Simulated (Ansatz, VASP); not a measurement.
Pb in VASP and in Ansatz

```
Pb
1.0
    -1.96461    1.96461    1.96461
     1.96461   -1.96461    1.96461
     1.96461    1.96461   -1.96461
Pb
1
Direct
  0.00000 0.00000 0.00000
```

Alike in both runs: task relaxation of cell and atoms; functional RPBE; k mesh 11 × 11 × 11; occupations fermi-dirac, width 0.1 eV; no spin polarisation.

|  | VASP | Ansatz |
| --- | --- | --- |
| version | VASP 6.6.1 | Ansatz 0.2.0 |
| potentials or method | VASP PAW PBE potentials, release 64 (Pb_d), cutoff 500 eV | plane waves (420 eV) with PAW, scalar-relativistic |
| valence electrons in the cell | 14 | 14 |

```tsv
	VASP	Ansatz	Ansatz less VASP
relaxed volume (Å³/atom)	33.22	33.20	-0.012
relaxed cell length with the largest relative difference (Å)	3.507	3.507	-0.0004
```

VASP's potentials were made for PBE, not for RPBE.

Neither program's run includes spin-orbit coupling.
